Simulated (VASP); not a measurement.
# Ta (P6_3/mmc) in VASP: notebook, part 2 of 2

VASP 6.6.1.

**3. Single point, PBE**

Contents of INCAR:

```
  PREC = Accurate
  ENCUT = 520
  EDIFF = 1E-6
  ISMEAR = 0
  SIGMA = 0.05
  LREAL = F
  LASPH = T
  NELM = 100
  ALGO = Normal
  ISIF = 2
  LWAVE = F
  LCHARG = F
  GGA = PE
  NBANDS = 18
```

Contents of KPOINTS:

```
Automatic mesh
0
Gamma
  10 10 5
```

Contents of POSCAR:

```
Ta
1.0
    2.8964050874      0.0000000000      0.0000000000
   -1.4482025437      2.5083603854      0.0000000000
    0.0000000000      0.0000000000      5.1615914424
Ta
2
Direct
    0.3333333333      0.6666666667      0.2500000000
    0.6666666667      0.3333333333      0.7500000000
```

Potentials or basis: VASP PAW PBE potentials, release 64 (Ta_pv).

Command:

```bash
> cat potpaw_PBE.64/Ta_pv/POTCAR > POTCAR
> mpirun -np 1 vasp_std > vasp.out
```

It took 38 s on 1 thread of Intel Xeon Platinum 8259CL at 2.50GHz (Skylake/Cascade Lake), shared host; peak memory 0.17 GiB.

It converged, with:

| Property | Result |
| --- | --- |
| Free energy | -23.0641 eV |
| Pressure | 0.0 GPa |
| Band gap on the k mesh | zero (band 11 reaches 6.57 eV, above the bottom of band 12 at 5.03 eV) |

Levels at points of the mesh, in eV from the Fermi level:
| k point | band 7 | band 8 | band 9 | band 10 | band 11 | band 12 | band 13 | band 14 | band 15 | band 16 |
| --- | --- | --- | --- | --- | --- | --- | --- | --- | --- | --- |
| (0.00, 0.00, 0.00) | -8.14 | -4.87 | -0.52 | -0.07 | 0.65 | 0.65 | 1.21 | 1.21 | 3.04 | 3.04 |
| (0.50, 0.00, 0.00) | -4.00 | -3.80 | -3.28 | -0.41 | -0.32 | 0.55 | 0.92 | 5.59 | 6.48 | 6.78 |

Caveat: spin-orbit coupling is left out, which moves the levels of the heavy elements.

**4. Relaxation of cell and atoms, PBE**

This run uses another cell than the first one, of 17.97 Å³/atom, 0.958 times its volume.

Contents of INCAR:

```
PREC = Accurate
ENCUT = 600
EDIFF = 1E-6
ISMEAR = 0
SIGMA = 0.05
LREAL = F
LASPH = T
NELM = 60
ALGO = Normal
ISIF = 3
LWAVE = F
LCHARG = F
GGA = PE
IBRION = 2
NSW = 80
EDIFFG = -0.03
```

KPOINTS is that of step 3.

Contents of POSCAR:

```
Ta
1.0
    2.9400000000      0.0000000000      0.0000000000
   -1.4700000000      2.5461146871      0.0000000000
    0.0000000000      0.0000000000      4.8010200000
Ta
2
Direct
    0.3333333333      0.6666666667      0.2500000000
    0.6666666667      0.3333333333      0.7500000000
```

Command:

```bash
> cat potpaw_PBE.64/Ta_pv/POTCAR > POTCAR
> mpirun -np 1 vasp_std > vasp.out
```

Run time: 81 s. Hardware: 1 thread of Intel Xeon Platinum 8259CL at 2.50GHz (Skylake/Cascade Lake), shared host; peak memory 0.18 GiB.

Results (log left out):

* Free energy: -23.0642 eV
* Relaxed volume: 18.76 Å³/atom
* Relaxed cell: a = 2.897 Å, b = 2.897 Å, c = 5.163 Å, α = 90.00°, β = 90.00°, γ = 120.00°
* Space group after relaxing (to 0.05 Å): P6_3/mmc (No. 194)
* Energy gained by relaxing: 67.2 meV/atom
* Ionic steps: 7
* Pressure after relaxing: 0.0 GPa
* Band gap on the k mesh: zero (band 11 reaches 6.57 eV, above the bottom of band 12 at 5.03 eV)

Step by step:
```
step  energy change (eV)  largest force (eV/Å)  pressure (GPa)  volume (Å³)
   1              0.0000                0.0000            8.60        35.94
   2              0.0702                0.0000          -14.88        41.16
   3             -0.0689                0.0000           -2.57        38.04
   4             -0.1291                0.0000           -2.84        38.10
   5             -0.1293                0.0000           -2.81        38.10
   6             -0.1167                0.0000            5.64        36.48
   7             -0.1345                0.0000           -0.02        37.52
```

Final structure:
```
Ta
1.0
     2.89693    0.00000    0.00000
    -1.44846    2.50881    0.00000
     0.00000    0.00000    5.16256
Ta
2
Cartesian
  0.0000 1.6725 1.2906
  1.4485 0.8363 3.8719
```

Levels at points of the mesh, in eV from the Fermi level:
```csv
k point,band 9,band 10,band 11,band 12,band 13,band 14
"(0.00, 0.00, 0.00)",-0.52,-0.07,0.65,0.65,1.21,1.21
"(0.50, 0.00, 0.00)",-3.28,-0.41,-0.32,0.55,0.92,5.59
```

Caveat: spin-orbit coupling is left out, which moves the levels of the heavy elements.

**5. Relaxation of cell and atoms, PBE**

Contents of INCAR:

```
SYSTEM = Ta
PREC = Accurate
ENCUT = 600
EDIFF = 1E-7
ISMEAR = 0
SIGMA = 0.05
LREAL = .FALSE.
LASPH = .TRUE.
NELM = 60
ALGO = Normal
ISIF = 3
LWAVE = .FALSE.
LCHARG = .FALSE.
GGA = PE
IBRION = 2
NSW = 80
EDIFFG = -0.03
```

Contents of KPOINTS:

```
Automatic mesh
0
G
  10 10 5
  0 0 0
```

Contents of POSCAR:

```
Ta
1.0
    2.8964050874      0.0000000000      0.0000000000
   -1.4482025437      2.5083603854      0.0000000000
    0.0000000000      0.0000000000      5.1615914424
Ta
2
Direct
    0.3333333333      0.6666666667      0.2500000000
    0.6666666667      0.3333333333      0.7500000000
```

Potentials or basis: VASP PAW PBE potentials, release 64 (Ta_pv).

Command:

```bash
> cat potpaw_PBE.64/Ta_pv/POTCAR > POTCAR
> mpirun -np 1 vasp_std > vasp.out
```

OUTCAR:

```text
SYSTEM = Ta
   PREC = Accurate
   ENCUT = 600
   EDIFF = 1E-7
   ISMEAR = 0
   LREAL = .FALSE.
   LASPH = .TRUE.
   NELM = 60
   ISIF = 3
   GGA = PE
   IBRION = 2
   NSW = 80
   EDIFFG = -0.03

 ion  position               nearest neighbor table
   1  0.333  0.667  0.250-   2 3.08   2 3.08   2 3.08   2 3.08   2 3.08   2 3.08
   2  0.667  0.333  0.750-   1 3.08   1 3.08   1 3.08   1 3.08   1 3.08   1 3.08

  LATTYP: Found a hexagonal cell.
 ALAT       =     2.8964050874
[... 619 lines left out ...]
     11       5.6763      0.00022
     12       6.3018      0.00000
     13       6.8554      0.00000
     14       9.8462      0.00000
     15      10.2346      0.00000

 [... further k-points ...]
[... 5 lines left out ...]
  --------------------------------------------------------------------------------------
  -------------------------------------------------------------------------------------
  Total        0.0199382      0.0199382      0.0261345      0.0000000      0.0000000     -0.0000000
  in kB        0.8518513      0.8518513      1.1165840      0.0000000      0.0000000     -0.0000000
  external PRESSURE =       0.9400955 kB  Pullay stress =       0.0000000 kB

 VOLUME and BASIS-vectors are now :
 -----------------------------------------------------------------------------
  energy-cutoff  :      600.00
  volume of cell :       37.50
      direct lattice vectors                 reciprocal lattice vectors
     2.896405087  0.000000000  0.000000000     0.345255574  0.199333398  0.000000000
    -1.448202544  2.508360385  0.000000000     0.000000000  0.398666797  0.000000000
     0.000000000  0.000000000  5.161591442     0.000000000  0.000000000  0.193738697

 POSITION                                       TOTAL-FORCE (eV/Angst)
 -----------------------------------------------------------------------------------
     -0.00000      1.67224      1.29040         0.000000     -0.000000      0.000000
      1.44820      0.83612      3.87119        -0.000000      0.000000      0.000000
 -----------------------------------------------------------------------------------
    total drift:                               -0.000000      0.000000     -0.000000

  FREE ENERGIE OF THE ION-ELECTRON SYSTEM (eV)
  ---------------------------------------------------
  free  energy   TOTEN  =       -23.0646244345 eV

  energy  without entropy=      -23.0617850546  energy(sigma->0) =      -23.06320474

 reached required accuracy - stopping structural energy minimisation
```

OSZICAR:

```text
N       E                     dE             d eps       ncg     rms          rms(c)
DAV:   1     0.170074413993E+03    0.17007E+03   -0.14192E+04  1260   0.167E+03
DAV:   2    -0.204650030897E+02   -0.19054E+03   -0.18881E+03  1547   0.416E+02
DAV:   3    -0.239642906168E+02   -0.34993E+01   -0.34460E+01  1666   0.529E+01
DAV:   4    -0.239898978483E+02   -0.25607E-01   -0.25537E-01  1484   0.486E+00
DAV:   5    -0.239903036448E+02   -0.40580E-03   -0.40573E-03  1682   0.456E-01    0.176E+01
DAV:   6    -0.232867006366E+02    0.70360E+00   -0.80884E-01  1400   0.921E+00    0.854E+00
DAV:   7    -0.230670274131E+02    0.21967E+00   -0.72252E-01  1414   0.820E+00    0.503E-01
DAV:   8    -0.230646451191E+02    0.23823E-02   -0.12135E-02  1603   0.108E+00    0.149E-01
DAV:   9    -0.230646405958E+02    0.45233E-05   -0.33699E-04  1533   0.181E-01    0.536E-02
DAV:  10    -0.230646250229E+02    0.15573E-04   -0.32429E-05  1617   0.571E-02    0.741E-03
DAV:  11    -0.230646249705E+02    0.52433E-07   -0.34489E-06  1505   0.179E-02    0.310E-03
DAV:  12    -0.230646244107E+02    0.55972E-06   -0.21323E-07  1316   0.509E-03    0.268E-04
DAV:  13    -0.230646244345E+02   -0.23727E-07   -0.10606E-08   959   0.105E-03
   1 F= -.23064624E+02 E0= -.23063205E+02  d E =-.230646E+02
```

CONTCAR:

```text
Ta
   1.00000000000000
     2.8964050873999998    0.0000000000000000    0.0000000000000000
    -1.4482025436999999    2.5083603854000001    0.0000000000000000
     0.0000000000000000    0.0000000000000000    5.1615914423999998
  Ta
     2
Direct
     0.3333333332999970    0.6666666667000030    0.2500000000000000
     0.6666666667000030    0.3333333332999970    0.7500000000000000

  0.00000000E+00  0.00000000E+00  0.00000000E+00
  0.00000000E+00  0.00000000E+00  0.00000000E+00
```

It took 17 s on 1 thread of Intel Xeon Platinum 8259CL at 2.50GHz (Skylake/Cascade Lake), shared host; peak memory 0.17 GiB.

What came out:

```
Free energy             : -23.0646 eV
Pressure after relaxing : 0.1 GPa
Band gap on the k mesh  : zero (band 11 reaches 6.57 eV, above the bottom of band 12 at 5.03 eV)
```

Final structure:
```
CELL_PARAMETERS angstrom
2.89641 0.00000 0.00000
-1.44820 2.50836 0.00000
0.00000 0.00000 5.16159
ATOMIC_POSITIONS crystal
Ta 0.33333 0.66667 0.25000
Ta 0.66667 0.33333 0.75000
```

Caveat: the relaxation stopped at its first step, so nothing moved; spin-orbit coupling is left out, which moves the levels of the heavy elements.

**6. Summary**

```tsv
task	cell	cutoff (eV)	gap on the mesh (eV)	pressure (GPa)
single point	a = 2.896, b = 2.896, c = 5.162 Å, angles 90.0, 90.0, 120.0°, 2 atoms	520	none	0.0
relaxation of cell and atoms	relaxed from a = 2.940, b = 2.940, c = 4.801 Å, angles 90.0, 90.0, 120.0°, 2 atoms	600	none	0.0
relaxation of cell and atoms	relaxed from a = 2.896, b = 2.896, c = 5.162 Å, angles 90.0, 90.0, 120.0°, 2 atoms	600	none	0.1
```

Alike in all rows: level PBE; potentials or basis VASP PAW PBE potentials, release 64 (Ta_pv); no spin polarisation; k mesh 10 × 10 × 5; smearing gaussian 0.05 eV.

Caveats: spin-orbit coupling is left out, which moves the levels of the heavy elements; the relaxation stopped at its first step, so nothing moved (some runs).

Absolute energies hang on the potentials; compare differences alone.
